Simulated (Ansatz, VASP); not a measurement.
**PbSe: VASP beside Ansatz**

```
Pb Se
1.0
     0.00000    3.06215    3.15401
     3.06215    0.00000    3.15401
     3.06215    3.06215    0.00000
Pb Se
1 1
Direct
  0.00000 0.00000 0.00000
  0.50000 0.50000 0.50000
```

Change from the starting cell: zz strain of +3 %, crystal datasets.

Alike in both runs: task electric field gradients; functional PBE; k mesh 9 × 9 × 9; occupations fermi-dirac, width 0.01 eV; no spin polarisation.

|  | VASP | Ansatz |
| --- | --- | --- |
| version | VASP 6.6.1 | Ansatz 0.2.0 |
| potentials or method | VASP PAW PBE potentials, release 64 (Pb_d, Se), cutoff 520 eV | all-electron PAW with datasets made for the crystal, scalar-relativistic |

|  | VASP | Ansatz | Ansatz less VASP |
| --- | --- | --- | --- |
| gap on the k mesh at the Fermi level (eV) | 0.72 | 0.72 | -0.003 |
| pressure (GPa) | 0.9 | 0.9 | +0.02 |
| traceless stress, the component that is largest in VASP (GPa) | -2.08 | -2.07 | +0.007 |
| size of Vzz on the site where it differs most (V/Å²) | 86.7 | 94.3 | +7.63 |

Ansatz ran all-electron here, and VASP with PAW potentials.

Neither program's run includes spin-orbit coupling.
